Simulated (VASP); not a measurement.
# TaO (P6/mmm) in VASP: notebook, part 2 of 2

VASP 6.6.1. Earlier steps stand in the parts before.

**4. Single point, PBE0**

This run uses another cell than the first one, of 15.35 Å³/atom.

POSCAR reads:

```
TaO
1.0
    3.0465935367      0.0000028684      0.0000000000
   -1.5232992525      2.6384259636      0.0000000000
    0.0000000000      0.0000000000      3.8196141020
Ta O
1 1
Direct
    0.0000000000      0.0000000000      0.5000000000
    0.0000000000      0.0000000000      0.0000000000
```

INCAR.step1 reads:

```
SYSTEM = TaO
ALGO = Normal ; EDIFF = 1E-5
ENCUT = 520 ; GGA = PE
ISIF = 2 ; ISMEAR = -1
LASPH = .TRUE. ; LCHARG = .FALSE.
LREAL = .FALSE. ; LWAVE = .TRUE.
NBANDS = 16 ; NELM = 80
PREC = Accurate ; SIGMA = 0.05
```

INCAR.step2 reads:

```
SYSTEM = TaO
AEXX = 0.25 ; ALGO = Normal
EDIFF = 1E-6 ; ENCUT = 520
GGA = PE ; ISIF = 2
ISMEAR = -1 ; ISTART = 1
LASPH = .TRUE. ; LCHARG = .FALSE.
LHFCALC = .TRUE. ; LREAL = .FALSE.
LWAVE = .FALSE. ; NBANDS = 16
NELM = 80 ; PREC = Accurate
PRECFOCK = Normal ; SIGMA = 0.05
```

KPOINTS reads:

```
k-points
0
G
  5 5 4
  0 0 0
```

Potentials or basis: VASP PAW PBE potentials, release 64 (Ta_pv, O).

Started as:

```
$ cat potpaw_PBE.64/Ta_pv/POTCAR potpaw_PBE.64/O/POTCAR > POTCAR
$ cp INCAR.step1 INCAR
$ mpirun -np 1 vasp_std > vasp.out
$ cp INCAR.step2 INCAR
$ mpirun -np 1 vasp_std > vasp.out
```

OUTCAR:

```text
SYSTEM = TaO
   AEXX = 0.25
   EDIFF = 1E-6
   ENCUT = 520
   GGA = PE
   ISIF = 2
   ISMEAR = -1
   ISTART = 1
   LASPH = .TRUE.
   LHFCALC = .TRUE.
   LREAL = .FALSE.
   NELM = 80
   PREC = Accurate
   PRECFOCK = Normal

 ion  position               nearest neighbor table
   1  0.000  0.000  0.500-   2 1.91   2 1.91
   2  0.000  0.000  0.000-   1 1.91   1 1.91

  LATTYP: Found a hexagonal cell.
 ALAT       =     3.0465935367
 C/A-ratio  =     1.2537327530

  Lattice vectors:

 A1 = (   3.0465935367,   0.0000028684,   0.0000000000)
 A2 = (  -1.5232992525,   2.6384259636,   0.0000000000)
 A3 = (   0.0000000000,   0.0000000000,   3.8196141020)

Analysis of symmetry for initial positions (statically):
=====================================================================
 Subroutine PRICEL returns:
 Original cell was already a primitive cell.

 Routine SETGRP: Setting up the symmetry group for a
 hexagonal supercell.

 Subroutine GETGRP returns: Found 24 space group operations
 (whereof 24 operations were pure point group operations)
 out of a pool of 24 trial point group operations.

[... 157 lines left out ...]

  energy without entropy =      -25.06301339  energy(sigma->0) =      -25.06493385

 E-fermi :   3.9689     XC(G=0):  -8.7594

 val. band max:        3.1662107999   @ k =   0.2000   0.0000   0.5000
 cond. band min:       4.0036224357   @ k =   0.4000   0.0000   0.0000
 fundamental gap:      0.8374116358
 Fermi energy:         3.9688629453

 k-point     1 :       0.0000    0.0000    0.0000
  band No.  band energies     occupation
      1     -34.3294      2.00000
      2     -33.4642      2.00000
      3     -33.4642      2.00000
      4     -18.8736      2.00000
      5      -2.8753      2.00000
      6      -1.2535      2.00000
[... 262 lines left out ...]
      3     -33.7731      2.00000
      4     -16.5016      2.00000
      5      -5.5646      2.00000
      6      -3.8602      2.00000
[... 8 lines left out ...]
     15      17.3163      0.00000
     16      18.4500      0.00000

------------------------ aborting loop because EDIFF is reached ----------------------------------------

  FORCE on cell =-STRESS in cart. coord.  units (eV):
  Direction    XX          YY          ZZ          XY          YZ          ZX
  --------------------------------------------------------------------------------------
  -------------------------------------------------------------------------------------
  Total       -0.1501984     -0.1501984      0.0858423      0.0000000     -0.0000000      0.0000000
  in kB       -7.8378457     -7.8378457      4.4795352      0.0000000     -0.0000000      0.0000000
  external PRESSURE =      -3.7320521 kB  Pullay stress =       0.0000000 kB

 VOLUME and BASIS-vectors are now :
 -----------------------------------------------------------------------------
  energy-cutoff  :      520.00
  volume of cell :       30.70
      direct lattice vectors                 reciprocal lattice vectors
     3.046593537  0.000002868  0.000000000     0.328235271  0.189507134  0.000000000
    -1.523299252  2.638425964  0.000000000    -0.000000357  0.379013651  0.000000000
     0.000000000  0.000000000  3.819614102     0.000000000  0.000000000  0.261806553

 POSITION                                       TOTAL-FORCE (eV/Angst)
 -----------------------------------------------------------------------------------
      0.00000      0.00000      1.90981        -0.000000      0.000000      0.000000
      0.00000      0.00000      0.00000         0.000000      0.000000      0.000000
 -----------------------------------------------------------------------------------
    total drift:                               -0.000000     -0.000000     -0.000000

  FREE ENERGIE OF THE ION-ELECTRON SYSTEM (eV)
  ---------------------------------------------------
  free  energy   TOTEN  =       -25.0668543110 eV

  energy  without entropy=      -25.0630133862  energy(sigma->0) =      -25.06493385
```

OSZICAR.step1:

```text
N       E                     dE             d eps       ncg     rms          rms(c)
DAV:   1     0.938604348488E+02    0.93860E+02   -0.88502E+03   480   0.102E+03
DAV:   2    -0.196824306610E+02   -0.11354E+03   -0.10714E+03   600   0.282E+02
DAV:   3    -0.223079475641E+02   -0.26255E+01   -0.26137E+01   528   0.403E+01
DAV:   4    -0.223193692928E+02   -0.11422E-01   -0.11420E-01   640   0.295E+00
DAV:   5    -0.223194833557E+02   -0.11406E-03   -0.11406E-03   536   0.279E-01    0.217E+01
DAV:   6    -0.198217531664E+02    0.24977E+01   -0.59488E+00   568   0.244E+01    0.873E+00
DAV:   7    -0.197031631602E+02    0.11859E+00   -0.54738E-01   616   0.602E+00    0.632E+00
DAV:   8    -0.196803521832E+02    0.22811E-01   -0.16860E-01   616   0.391E+00    0.121E+00
DAV:   9    -0.196756144524E+02    0.47377E-02   -0.10631E-02   528   0.946E-01    0.198E-01
DAV:  10    -0.196752963198E+02    0.31813E-03   -0.24522E-03   616   0.420E-01    0.451E-02
DAV:  11    -0.196752709557E+02    0.25364E-04   -0.77402E-05   552   0.793E-02    0.206E-02
DAV:  12    -0.196752716522E+02   -0.69648E-06   -0.49877E-06   432   0.195E-02
   1 F= -.19675272E+02 E0= -.19666337E+02  d E =-.178692E-01
```

Wall time 41 min (1 thread of Intel Xeon 8259CL, shared host); peak memory 0.17 GiB.

What came out:

```
Free energy            : -25.0669 eV
Pressure               : -0.4 GPa
Band gap on the k mesh : zero (an odd number of electrons rules out a gap without spin polarisation)
```

Caveat: the k points lie up to 0.48 Å⁻¹ apart, too coarse for converged energies and pressures of a metal; the PAW data sets were made with another functional, which shifts forces and pressure a little; spin-orbit coupling is left out, which moves the levels of the heavy elements; an odd number of electrons without spin polarisation forces a metal; a magnetic or distorted state may lie lower.

**5. Single point, HSE06**

This run uses another cell than the first one, of 15.37 Å³/atom.

POSCAR reads:

```
TaO
1.0
    3.0483101199      0.0000028700      0.0000000000
   -1.5241575454      2.6399125674      0.0000000000
    0.0000000000      0.0000000000      3.8193070908
Ta O
1 1
Direct
    0.0000000000      0.0000000000      0.5000000000
    0.0000000000      0.0000000000      0.0000000000
```

INCAR.step1 reads:

```
SYSTEM = TaO
PREC = Accurate
ENCUT = 520
EDIFF = 1E-5
ISMEAR = -1
SIGMA = 0.05
LREAL = .False.
LASPH = .True.
NELM = 60
ALGO = Normal
ISIF = 2
LWAVE = .True.
GGA = PE
NBANDS = 16
```

INCAR.step2 reads:

```
SYSTEM = TaO
PREC = Accurate
ENCUT = 520
EDIFF = 1E-7
ISMEAR = -1
SIGMA = 0.05
LREAL = .False.
LASPH = .True.
NELM = 60
ALGO = Normal
ISIF = 2
LWAVE = .False.
LCHARG = .True.
GGA = PE
LHFCALC = .True.
HFSCREEN = 0.2079
PRECFOCK = Normal
LELF = .True.
LVHAR = .True.
ISTART = 1
NBANDS = 16
```

KPOINTS reads:

```
Automatic mesh
0
Gamma
  5 5 4
  0 0 0
```

Potentials or basis: VASP PAW PBE potentials, release 64 (Ta_pv, O).

Started as:

```
$ cat potpaw_PBE.64/Ta_pv/POTCAR potpaw_PBE.64/O/POTCAR > POTCAR
$ cp INCAR.step1 INCAR
$ mpirun -np 1 vasp_std > vasp.out
$ cp INCAR.step2 INCAR
$ mpirun -np 1 vasp_std > vasp.out
```

OUTCAR:

```text
SYSTEM = TaO
   PREC = Accurate
   ENCUT = 520
   EDIFF = 1E-7
   ISMEAR = -1
   LREAL = .False.
   LASPH = .True.
   NELM = 60
   ISIF = 2
   GGA = PE
   LHFCALC = .True.
   HFSCREEN = 0.2079
   PRECFOCK = Normal
   ISTART = 1

 ion  position               nearest neighbor table
   1  0.000  0.000  0.500-   2 1.91   2 1.91
   2  0.000  0.000  0.000-   1 1.91   1 1.91

  LATTYP: Found a hexagonal cell.
 ALAT       =     3.0483101199
 C/A-ratio  =     1.2529260281

  Lattice vectors:

 A1 = (   3.0483101199,   0.0000028700,   0.0000000000)
 A2 = (  -1.5241575454,   2.6399125674,   0.0000000000)
 A3 = (   0.0000000000,   0.0000000000,   3.8193070908)

Analysis of symmetry for initial positions (statically):
=====================================================================
 Subroutine PRICEL returns:
 Original cell was already a primitive cell.

 Routine SETGRP: Setting up the symmetry group for a
 hexagonal supercell.

 Subroutine GETGRP returns: Found 24 space group operations
 (whereof 24 operations were pure point group operations)
[... 159 lines left out ...]

  energy without entropy =      -23.35930801  energy(sigma->0) =      -23.36169925

 E-fermi :   3.7905     XC(G=0):  -9.1486

 val. band max:        3.5028077191   @ k =   0.2000  -0.0000   0.5000
 cond. band min:       3.8287567978   @ k =   0.4000   0.0000   0.0000
 fundamental gap:      0.3259490787
 Fermi energy:         3.7905165811

 k-point     1 :       0.0000    0.0000    0.0000
  band No.  band energies     occupation
      1     -33.9350      2.00000
      2     -33.0699      2.00000
      3     -33.0699      2.00000
      4     -18.4686      2.00000
      5      -2.4437      2.00000
      6      -0.8597      2.00000
[... 262 lines left out ...]
      3     -33.3769      2.00000
      4     -16.1052      2.00000
      5      -5.1599      2.00000
      6      -3.4424      2.00000
[... 8 lines left out ...]
     15      16.8875      0.00000
     16      18.0540      0.00000

------------------------ aborting loop because EDIFF is reached ----------------------------------------

  FORCE on cell =-STRESS in cart. coord.  units (eV):
  Direction    XX          YY          ZZ          XY          YZ          ZX
  --------------------------------------------------------------------------------------
  -------------------------------------------------------------------------------------
  Total       -0.1225541     -0.1225541      0.1121510     -0.0000000      0.0000000      0.0000000
  in kB       -6.3885894     -6.3885894      5.8462874     -0.0000000      0.0000000      0.0000000
  external PRESSURE =      -2.3102971 kB  Pullay stress =       0.0000000 kB

 VOLUME and BASIS-vectors are now :
 -----------------------------------------------------------------------------
  energy-cutoff  :      520.00
  volume of cell :       30.74
      direct lattice vectors                 reciprocal lattice vectors
     3.048310120  0.000002870  0.000000000     0.328050434  0.189400418  0.000000000
    -1.524157545  2.639912567  0.000000000    -0.000000357  0.378800218  0.000000000
     0.000000000  0.000000000  3.819307091     0.000000000  0.000000000  0.261827598

 POSITION                                       TOTAL-FORCE (eV/Angst)
 -----------------------------------------------------------------------------------
      0.00000      0.00000      1.90965         0.000000      0.000000      0.000000
      0.00000      0.00000      0.00000         0.000000      0.000000      0.000000
 -----------------------------------------------------------------------------------
    total drift:                               -0.000000      0.000000      0.000000

  FREE ENERGIE OF THE ION-ELECTRON SYSTEM (eV)
  ---------------------------------------------------
  free  energy   TOTEN  =       -23.3640904845 eV

  energy  without entropy=      -23.3593080127  energy(sigma->0) =      -23.36169925
```

Run time: 44 min. Hardware: 1 thread of Intel Xeon 8259CL, shared host; peak memory 0.26 GiB.

Results:

* Free energy: -23.3641 eV
* Pressure: -0.2 GPa
* Band gap on the k mesh: zero (an odd number of electrons rules out a gap without spin polarisation)

Caveat: the k points lie up to 0.48 Å⁻¹ apart, too coarse for converged energies and pressures of a metal; the PAW data sets were made with another functional, which shifts forces and pressure a little; spin-orbit coupling is left out, which moves the levels of the heavy elements; an odd number of electrons without spin polarisation forces a metal; a magnetic or distorted state may lie lower.

**6. Summary**

```tsv
level	potentials or basis	cell	screening parameter	gap on the mesh (eV)	pressure (GPa)
PBEsol-based screened hybrid with 25 % exact exchange	VASP PAW PBE potentials, release 64 (Ta_sv_GW, O)	a = 3.066, b = 3.066, c = 3.855 Å, angles 90.0, 90.0, 120.0°, 2 atoms	0.207 1/Å	none	-10.7
PBEsol-based global hybrid with 25 % exact exchange	VASP PAW PBE potentials, release 64 (Ta_pv, O)	a = 3.017, b = 3.017, c = 3.802 Å, angles 90.0, 90.0, 120.0°, 2 atoms	-	none	-1.0
PBE0	VASP PAW PBE potentials, release 64 (Ta_pv, O)	a = 3.047, b = 3.047, c = 3.820 Å, angles 90.0, 90.0, 120.0°, 2 atoms	-	none	-0.4
HSE06	VASP PAW PBE potentials, release 64 (Ta_pv, O)	a = 3.048, b = 3.048, c = 3.819 Å, angles 90.0, 90.0, 120.0°, 2 atoms	0.2079 1/Å	none	-0.2
```

Alike in all rows: task single point; no spin polarisation; k mesh 5 × 5 × 4; cutoff (eV) 520; smearing fermi-dirac 0.05 eV.

Caveats: all runs use coarse meshes; the PAW data sets were made with another functional, which shifts forces and pressure a little; spin-orbit coupling is left out, which moves the levels of the heavy elements; an odd number of electrons without spin polarisation forces a metal; a magnetic or distorted state may lie lower.

Total energies depend on the potentials used, so only differences within one code and one set of settings carry meaning.

The gap in the log of VASP goes by the Fermi energy; the results here count the filled bands.